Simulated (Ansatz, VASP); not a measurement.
**Two plane-wave programs on LiGeBr2**

```
CELL_PARAMETERS angstrom
3.59091 0.00000 0.00000
-1.79545 3.10982 0.00000
0.00000 0.00000 5.02879
ATOMIC_POSITIONS crystal
Li 0.00000 0.00000 0.50000
Ge 0.00000 0.00000 0.00000
Br 0.66667 0.33333 0.28126
Br 0.33333 0.66667 0.71874
```

Alike in both runs: task single point; functional PBE; k mesh 6 × 6 × 4; occupations gaussian, width 0.1 eV; no spin polarisation.

```csv
,VASP,Ansatz
version,VASP 6.6.1,Ansatz 0.2.0
potentials or method,"VASP PAW PBE potentials, release 64 (Li_sv, Ge_d, Br), cutoff 520 eV","scalar-relativistic, plane waves, PAW"
valence electrons in the cell,31,31
```

|  | VASP | Ansatz | Ansatz less VASP |
| --- | --- | --- | --- |
| gap on the k mesh at the Fermi level (eV) | none | none | - |
| rms of the force components (eV/Å) | 0.101 | 0.099 | -0.0024 |

Atom by atom the forces differ by 0.002 eV/Å (rms over components). A gap of «none» marks a metal or a gap that the smearing closes. The functional is the same, so the differences come from potentials, cutoffs and numerics.

Noted on VASP's run: the cutoff is under 1.25 times that of the potentials, so the pressure is a little rough.
